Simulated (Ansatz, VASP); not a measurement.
## One calculation of GaAs, two programs

File INCAR:

```
PREC = Accurate ; ENCUT = 520
EDIFF = 1E-6 ; ISMEAR = -1
SIGMA = 0.05 ; LREAL = False
LASPH = True ; NELM = 100
ALGO = Normal ; ISIF = 2
LWAVE = False ; LCHARG = False
NBANDS = 16
```

KPOINTS

```
regular mesh
0
Gamma
  11 11 11
```

File POSCAR:

```
GaAs
1.0
    0.0000000000      2.7696338872      2.7696338872
    2.7696338872      0.0000000000      2.7696338872
    2.7696338872      2.7696338872      0.0000000000
Ga As
1 1
Direct
    0.0000000000      0.0000000000      0.0000000000
    0.7500000000      0.7500000000      0.7500000000
```

Input for Ansatz:

```yaml
crystal:
  lattice:
    - [0.0, 2.7696338872, 2.7696338872]
    - [2.7696338872, 0.0, 2.7696338872]
    - [2.7696338872, 2.7696338872, 0.0]
  atoms:
    - { symbol: Ga, position: [0.0, 0.0, 0.0] }
    - { symbol: As, position: [0.75, 0.75, 0.75] }
kpoints:
  mp_grid: { grid: [11, 11, 11] }
scf:
  occupations: { method: fermi_dirac, width: 0.05 }
hamiltonian:
  xc: lda
  pseudopotentials: { kind: all_electron, lapw: { basis_error: 0.0005 } }
output:
  forces: true
  stress: true
  eigenvalues: true
```

Change from the starting cell: volume scaled by 0.9405.

Alike in both runs: task single point; functional LDA; k mesh 11 × 11 × 11; occupations fermi-dirac, width 0.05 eV; no spin polarisation.

|  | VASP | Ansatz |
| --- | --- | --- |
| version | VASP 6.6.1 | Ansatz 0.2.0 |
| potentials or method | VASP PAW LDA potentials, release 64 (Ga_d, As), cutoff 520 eV | all-electron LAPW, scalar-relativistic |

|  | VASP | Ansatz | Ansatz less VASP |
| --- | --- | --- | --- |
| pressure (GPa) | 3.1 | 2.8 | -0.35 |

LDA's correlation is that of Perdew and Zunger in VASP and of Perdew and Wang (1992) in Ansatz. Ansatz ran all-electron here, and VASP with PAW potentials.
